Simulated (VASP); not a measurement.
TiB2:

```
Ti B
1.0
     3.04926    0.00000    0.00000
    -1.52463    2.64074    0.00000
     0.00000    0.00000    3.24978
Ti B
1 2
Direct
  0.00000 0.00000 0.00000
  0.66667 0.33333 0.50000
  0.33333 0.66667 0.50000
```

This cell differs from its parent crystal: volume scaled by 1.02.

Base run:

```yaml
Program: VASP 6.6.1
Functional: LDA
Potentials_or_basis: VASP PAW LDA potentials, release 64 (Ti_sv, B)
Cutoff: 520 eV
k_mesh: 10 × 10 × 8
Occupations: fermi-dirac, width 0.05 eV
Spin: no spin polarisation
```

Its results: band gap on the k mesh zero (band 9 reaches 10.06 eV, above the bottom of band 10 at 9.52 eV); pressure -15.2 GPa.

**Question.** The run is repeated on the same cell with these changes: functional from LDA to r2SCAN; potentials or basis from VASP PAW LDA potentials, release 64 (Ti_sv, B) to VASP PAW PBE potentials, release 64 (Ti_sv, B). What comes out?

**Answer.** Band gap on the k mesh zero (band 9 reaches 10.36 eV, above the bottom of band 10 at 9.72 eV); pressure -5.3 GPa.

Caveats: the PAW data sets were made with another functional, which shifts forces and pressure a little (some runs).
